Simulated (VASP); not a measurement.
# MgO (P6_3mc) in VASP: further runs

Runs on MgO. Level: PBEsol. Tasks: single point.

Program: VASP 6.6.1. These are calculated values, not measurements. Logs are shortened: lines on timing, memory, paths and dates and some standing lists are left out, and cuts for length are marked.

## Step 1: The cell of the first run

The structure is hexagonal, space group P6_3mc (No. 186). The conventional cell has a = 3.419 Å, b = 3.419 Å, c = 4.919 Å, α = 90.00°, β = 90.00°, γ = 120.00°. Within 2.6 Å of Mg (site symmetry 3m) lie 4 O at 1.95 to 2.04 Å. Within 2.6 Å of O (site symmetry 3m) lie 4 Mg at 1.95 to 2.04 Å.

## Step 2: Single point, PBEsol

INCAR

```
PREC = Accurate ; ENCUT = 520
EDIFF = 1E-6 ; ISMEAR = 0
SIGMA = 0.05 ; LREAL = False
LASPH = True ; NELM = 80
ALGO = Normal ; ISIF = 2
LWAVE = False ; LCHARG = True
GGA = PS ; LELF = True
LVHAR = True ; NBANDS = 16
```

KPOINTS

```
Automatic mesh
0
Gamma
  9 9 6
```

POSCAR

```
MgO
1.0
    3.4191000000      0.0000000000      0.0000000000
   -1.7095500000      2.9610274581      0.0000000000
    0.0000000000      0.0000000000      4.9190000000
Mg O
2 2
Direct
    0.3333333333      0.6666666667      0.0036583380
    0.6666666667      0.3333333333      0.5036583380
    0.3333333333      0.6666666667      0.4009416620
    0.6666666667      0.3333333333      0.9009416620
```

Potentials or basis: VASP PAW PBE potentials, release 64 (Mg, O).

Command:

```console
$ cat potpaw_PBE.64/Mg/POTCAR potpaw_PBE.64/O/POTCAR > POTCAR
$ mpirun -np 1 vasp_std > vasp.out
```

OUTCAR:

```text
PREC = Accurate
   ENCUT = 520
   EDIFF = 1E-6
   ISMEAR = 0
   LREAL = False
   LASPH = True
   NELM = 80
   ISIF = 2
   GGA = PS

 ion  position               nearest neighbor table
   1  0.333  0.667  0.004-   3 1.95   4 2.04   4 2.04   4 2.04   2 3.15   2 3.15   2 3.15   2 3.15
                             2 3.15   2 3.15
   2  0.667  0.333  0.504-   4 1.95   3 2.04   3 2.04   3 2.04   1 3.15   1 3.15   1 3.15   1 3.15
                             1 3.15   1 3.15
   3  0.333  0.667  0.401-   1 1.95   2 2.04   2 2.04   2 2.04
   4  0.667  0.333  0.901-   2 1.95   1 2.04   1 2.04   1 2.04

  LATTYP: Found a hexagonal cell.
 ALAT       =     3.4191000000
 C/A-ratio  =     1.4386826943

  Lattice vectors:

 A1 = (   3.4191000000,   0.0000000000,   0.0000000000)
 A2 = (  -1.7095500000,   2.9610274581,   0.0000000000)
 A3 = (   0.0000000000,   0.0000000000,   4.9190000000)

Analysis of symmetry for initial positions (statically):
=====================================================================
 Subroutine PRICEL returns:
 Original cell was already a primitive cell.

 Routine SETGRP: Setting up the symmetry group for a
 hexagonal supercell.

 Subroutine GETGRP returns: Found 12 space group operations
 (whereof  6 operations were pure point group operations)
 out of a pool of 24 trial point group operations.

The static configuration has the point symmetry C_3v.
 The point group associated with its full space group is C_6v.

Analysis of symmetry for dynamics (positions and initial velocities):
=====================================================================
 Subroutine PRICEL returns:
 Original cell was already a primitive cell.

 Routine SETGRP: Setting up the symmetry group for a
 hexagonal supercell.

 Subroutine GETGRP returns: Found 12 space group operations
 (whereof  6 operations were pure point group operations)
 out of a pool of 24 trial point group operations.

The dynamic configuration has the point symmetry C_3v.
 The point group associated with its full space group is C_6v.

 Subroutine INISYM returns: Found 12 space group operations
 (whereof  6 operations are pure point group operations),
 and found     1 'primitive' translations

----------------------------------------------------------------------------------------

                                     Primitive cell

  volume of cell :      49.8002

  direct lattice vectors                    reciprocal lattice vectors
     3.419100000  0.000000000  0.000000000     0.292474628  0.168860305  0.000000000
    -1.709550000  2.961027458  0.000000000     0.000000000  0.337720610  0.000000000
     0.000000000  0.000000000  4.919000000     0.000000000  0.000000000  0.203293352

  length of vectors
     3.419100000  3.419100000  4.919000000     0.337720610  0.337720610  0.203293352

  position of ions in fractional coordinates (direct lattice)
     0.333333333  0.666666667  0.003658338
     0.666666667  0.333333333  0.503658338
     0.333333333  0.666666667  0.400941662
     0.666666667  0.333333333  0.900941662

  ion indices of the primitive-cell ions
   primitive index   ion index
                 1           1
                 2           2
                 3           3
                 4           4

----------------------------------------------------------------------------------------

 KPOINTS: Automatic mesh

Automatic generation of k-mesh.
 Grid dimensions read from file:
 generate k-points for:    9    9    6

 Generating k-lattice:

  Cartesian coordinates                     Fractional coordinates (reciprocal lattice)
     0.032497181  0.018762256  0.000000000     0.111111111 -0.000000000  0.000000000
     0.000000000  0.037524512  0.000000000     0.000000000  0.111111111  0.000000000
     0.000000000  0.000000000  0.033882225     0.000000000  0.000000000  0.166666667

  Length of vectors
     0.037524512  0.037524512  0.033882225

  Shift w.r.t. Gamma in fractional coordinates (k-lattice)
     0.000000000  0.000000000  0.000000000

 Subroutine IBZKPT returns following result:
 ===========================================

 Found     48 irreducible k-points:

 Following reciprocal coordinates:
            Coordinates               Weight
  0.000000  0.000000  0.000000      1.000000
  0.111111  0.000000  0.000000      6.000000
  0.222222  0.000000  0.000000      6.000000
  0.333333 -0.000000  0.000000      6.000000
  0.444444  0.000000  0.000000      6.000000
  0.111111  0.111111  0.000000      6.000000
[... 16 lines left out ...]
  0.333333  0.222222  0.166667     24.000000
  0.333333  0.333333  0.166667      4.000000
 [... further k-points ...]
   k-points           NKPTS =     48   k-points in BZ     NKDIM =     48   number of bands    NBANDS=     16
   number of dos      NEDOS =    301   number of ions     NIONS =      4
   total plane-waves  NPLWV =  31360
   dimension x,y,z NGX =    28 NGY =   28 NGZ =   40
   dimension x,y,z NGXF=    56 NGYF=   56 NGZF=   80
   ions per type =               2   2
   NGX,Y,Z   is equivalent  to a cutoff of  13.61, 13.61, 13.52 a.u.
   NGXF,Y,Z  is equivalent  to a cutoff of  27.23, 27.23, 27.04 a.u.
 SYSTEM =  unknown system
   PREC   = accura    normal or accurate (medium, high low for compatibility)
   ISTART =      0    job   : 0-new  1-cont  2-samecut
   ICHARG =      2    charge: 1-file 2-atom 10-const
   ISPIN  =      1    spin polarized calculation?
   LNONCOLLINEAR =      F non collinear calculations
   LSORBIT =      F    spin-orbit coupling
   LASPH  =      T    aspherical Exc in radial PAW
   ENCUT  =  520.0 eV  38.22 Ry    6.18 a.u.   6.36  6.36  9.15*2*pi/ulx,y,z
   NELM   =     80;   NELMIN=  2; NELMDL= -5     # of ELM steps
   EDIFF  = 0.1E-05   stopping-criterion for ELM
   LREAL  =      F    real-space projection
   EDIFFG = 0.1E-04   stopping-criterion for IOM
   NSW    =      0    number of steps for IOM
   IBRION =     -1    ionic relax: 0-MD 1-quasi-New 2-CG
   NFREE  =      0    steps in history (QN), initial steepest desc. (CG)
   ISIF   =      2    stress and relaxation
   ISYM   =      2    0-nonsym 1-usesym 2-fastsym
   POTIM  = 0.5000    time-step for ionic-motion
   TEBEG  =    0.0;   TEEND  =   0.0 temperature during run
   PSTRESS=    0.0 pullay stress
   NELECT =      16.0000    total number of electrons
   NUPDOWN=      -1.0000    fix difference up-down
   EMIN   =  10.00;   EMAX   =-10.00  energy-range for DOS
   EFERMI =   0.00;   METHOD = LEGACY
   ISMEAR =     0;   SIGMA  =   0.05  broadening in eV -4-tet -1-fermi 0-gaus
   EFERMI_NEDOS =   21; number of points for ismear=-14 and -15
   IALGO  =     38    algorithm
   IMIX   =      4    mixing-type and parameters
     AMIX     =   0.40;   BMIX     =  1.00
     AMIX_MAG =   1.60;   BMIX_MAG =  1.00
  volume/ion in A,a.u.               =      12.45        84.02
  Fermi-wavevector in a.u.,A,eV,Ry     =   1.121255  2.118865 17.105424  1.257213
  Thomas-Fermi vector in A             =   2.257907
   LORBIT       =      0    0 simple, 1 ext, 2 COOP (PROOUT), +10 PAW based schemes
   GGA     = PS    functional components
   LHFCALC =     F    Hartree Fock is set to
   AEXX    =    0.0000 exact exchange contribution
   IVDW    =     0    specifies the selected vdW correction
   LEPSILON=     F    determine dielectric tensor
   LRPA    =     F    only Hartree local field effects (RPA)
 non-spin polarized calculation
 Gauss-broadening in eV      SIGMA  =   0.05
  energy-cutoff  :      520.00
  volume of cell :       49.80
 maximum number of plane-waves:      1374
 NGX is ok and might be reduce to    28
   NGX = 13   NGY = 13   NGZ = 19

 number of electron      15.9999998 magnetization

 Free energy of the ion-electron system (eV)
  ---------------------------------------------------
  ext. energy  EPLUGINS =         0.00000000
  ---------------------------------------------------
  free energy    TOTEN  =       -24.44680581 eV

  energy without entropy =      -24.44680581  energy(sigma->0) =      -24.44680581

 E-fermi :   1.0486     XC(G=0):  -9.7454

 val. band max:        0.7821962203   @ k =   0.0000   0.0000   0.0000
 cond. band min:       3.8070242904   @ k =   0.0000   0.0000   0.0000
 fundamental gap:      3.0248280702
 Fermi energy:         1.0486457294

 k-point     1 :       0.0000    0.0000    0.0000
  band No.  band energies     occupation
      1     -15.2798      2.00000
      2     -14.4662      2.00000
      3      -2.3525      2.00000
      4      -0.0814      2.00000
      5      -0.0814      2.00000
      6       0.3258      2.00000
[... 8 lines left out ...]
     15      16.2586      0.00000
     16      16.2775      0.00000

 k-point     2 :       0.1111    0.0000    0.0000
  band No.  band energies     occupation
      1     -15.2262      2.00000
      2     -14.4538      2.00000
      3      -2.2440      2.00000
      4      -0.3537      2.00000
      5      -0.1630      2.00000
      6      -0.0357      2.00000
[... 8 lines left out ...]
     15      16.1523      0.00000
     16      16.3554      0.00000

 k-point     3 :       0.2222    0.0000    0.0000
  band No.  band energies     occupation
      1     -15.0808      2.00000
      2     -14.4295      2.00000
      3      -1.9389      2.00000
      4      -1.0880      2.00000
      5      -0.5510      2.00000
      6      -0.3360      2.00000
[... 8 lines left out ...]
     15      15.1524      0.00000
     16      15.3823      0.00000

 k-point     4 :       0.3333   -0.0000    0.0000
  band No.  band energies     occupation
      1     -14.8908      2.00000
      2     -14.4213      2.00000
      3      -1.8052      2.00000
      4      -1.4815      2.00000
      5      -0.9829      2.00000
      6      -0.5027      2.00000
[... 8 lines left out ...]
     15      14.5597      0.00000
     16      15.3433      0.00000
[... 324 lines left out ...]
 k-point    22 :       0.2222    0.2222    0.1667
  band No.  band energies     occupation
      1     -14.7689      2.00000
      2     -14.4511      2.00000
      3      -1.8229      2.00000
      4      -1.6992      2.00000
      5      -0.7375      2.00000
      6      -0.6704      2.00000
[... 8 lines left out ...]
     15      14.0056      0.00000
     16      16.2657      0.00000

 k-point    23 :       0.3333    0.2222    0.1667
  band No.  band energies     occupation
      1     -14.6364      2.00000
      2     -14.4797      2.00000
      3      -2.0201      2.00000
      4      -1.5151      2.00000
      5      -1.1357      2.00000
      6      -0.4233      2.00000
[... 8 lines left out ...]
     15      13.8250      0.00000
     16      16.1995      0.00000

 k-point    24 :       0.3333    0.3333    0.1667
  band No.  band energies     occupation
      1     -14.5400      2.00000
      2     -14.5400      2.00000
      3      -1.8809      2.00000
      4      -1.4299      2.00000
      5      -1.4299      2.00000
      6      -0.5055      2.00000
[... 8 lines left out ...]
     15      13.7908      0.00000
     16      16.9361      0.00000

 [... further k-points ...]
[... 5 lines left out ...]
  --------------------------------------------------------------------------------------
  -------------------------------------------------------------------------------------
  Total       -2.8224739     -2.8224739      0.2758907      0.0000000      0.0000000      0.0000000
  in kB      -90.8049366    -90.8049367      8.8759870      0.0000000      0.0000000      0.0000000
  external PRESSURE =     -57.5779621 kB  Pullay stress =       0.0000000 kB

 VOLUME and BASIS-vectors are now :
 -----------------------------------------------------------------------------
  energy-cutoff  :      520.00
  volume of cell :       49.80
      direct lattice vectors                 reciprocal lattice vectors
     3.419100000  0.000000000  0.000000000     0.292474628  0.168860305  0.000000000
    -1.709550000  2.961027458  0.000000000     0.000000000  0.337720610  0.000000000
     0.000000000  0.000000000  4.919000000     0.000000000  0.000000000  0.203293352

 POSITION                                       TOTAL-FORCE (eV/Angst)
 -----------------------------------------------------------------------------------
     -0.00000      1.97402      0.01800        -0.000000      0.000000     -0.490714
      1.70955      0.98701      2.47750         0.000000     -0.000000     -0.490714
     -0.00000      1.97402      1.97223        -0.000000      0.000000      0.490714
      1.70955      0.98701      4.43173         0.000000      0.000000      0.490714
 -----------------------------------------------------------------------------------
    total drift:                               -0.000000      0.000000      0.001668

  FREE ENERGIE OF THE ION-ELECTRON SYSTEM (eV)
  ---------------------------------------------------
  free  energy   TOTEN  =       -24.4468058137 eV

  energy  without entropy=      -24.4468058137  energy(sigma->0) =      -24.44680581
```

Wall time 37 s (1 thread of Intel Xeon Platinum 8259CL at 2.50GHz (Skylake/Cascade Lake), shared host); peak memory 0.19 GiB.

What came out:

| Property | Result |
| --- | --- |
| Free energy | -24.4468 eV |
| Pressure | -5.8 GPa |
| Largest force | 0.491 eV/Å |
| Band gap on the k mesh | 3.02 eV, direct |

Forces on the atoms (eV/Å):
```
Mg   0.000  0.000 -0.491
Mg   0.000  0.000 -0.491
O    0.000  0.000  0.491
O    0.000  0.000  0.491
```

Stress tensor (GPa, compression positive):
```
-9.08  0.00  0.00
 0.00 -9.08  0.00
 0.00  0.00  0.89
```

Levels at points of the mesh, in eV from the valence-band top:
| k point | band 5 | band 6 | band 7 | band 8 | band 9 | band 10 | band 11 | band 12 |
| --- | --- | --- | --- | --- | --- | --- | --- | --- |
| (0.00, 0.00, 0.00) | -0.86 | -0.46 | -0.46 | 0.00 | 3.02 | 7.93 | 10.05 | 13.13 |
| (0.00, 0.00, 0.50) | -0.66 | -0.66 | -0.66 | -0.66 | 5.53 | 5.53 | 12.94 | 12.94 |

Caveat: the PAW data sets were made with another functional, which shifts forces and pressure a little. A k mesh can miss the band edges.

## Step 3: Single point, PBEsol

This run uses another cell than the first one, of 12.52 Å³/atom, 1.006 times its volume.

INCAR

```
  ALGO = Normal
  EDIFF = 1E-6
  ENCUT = 520
  GGA = PS
  ISIF = 2
  ISMEAR = 0
  LASPH = True
  LCHARG = True
  LELF = True
  LREAL = False
  LVHAR = True
  LWAVE = False
  NBANDS = 16
  NELM = 60
  PREC = Accurate
  SIGMA = 0.05
```

KPOINTS

```
k-points
0
Gamma
  9 9 6
```

POSCAR

```
MgO
1.0
    3.3613000000      0.0000000000      0.0000000000
   -1.6806500000      2.9109711897      0.0000000000
    0.0000000000      0.0000000000      5.1198000000
Mg O
2 2
Direct
    0.3333333333      0.6666666667      0.0036583380
    0.6666666667      0.3333333333      0.5036583380
    0.3333333333      0.6666666667      0.4009416620
    0.6666666667      0.3333333333      0.9009416620
```

Potentials or basis: VASP PAW PBE potentials, release 64 (Mg, O).

Command:

```console
$ cat potpaw_PBE.64/Mg/POTCAR potpaw_PBE.64/O/POTCAR > POTCAR
$ mpirun -np 1 vasp_std > vasp.out
```

Run time: 38 s. Hardware: 1 thread of Intel Xeon Platinum 8259CL at 2.50GHz (Skylake/Cascade Lake), shared host; peak memory 0.19 GiB.

It converged, with:

```yaml
Free_energy: -24.4966 eV
Pressure: -6.2 GPa
Largest_force: 0.065 eV/Å
Band_gap_on_the_k_mesh: 3.07 eV, direct
```

Forces on the atoms (eV/Å):
```
Mg   0.000  0.000  0.065
Mg   0.000  0.000  0.065
O    0.000  0.000 -0.065
O    0.000  0.000 -0.065
```

Stress tensor (GPa, compression positive):
```
-6.40  0.00  0.00
 0.00 -6.40  0.00
 0.00  0.00 -5.91
```

Levels at points of the mesh, in eV from the valence-band top:
| k point | band 6 | band 7 | band 8 | band 9 | band 10 | band 11 |
| --- | --- | --- | --- | --- | --- | --- |
| (0.00, 0.00, 0.00) | -0.38 | -0.38 | 0.00 | 3.07 | 8.00 | 9.73 |
| (0.00, 0.00, 0.50) | -0.54 | -0.54 | -0.54 | 5.53 | 5.53 | 12.55 |

Caveat: the PAW data sets were made with another functional, which shifts forces and pressure a little. A k mesh can miss the band edges.

[end of part 1 of 2]
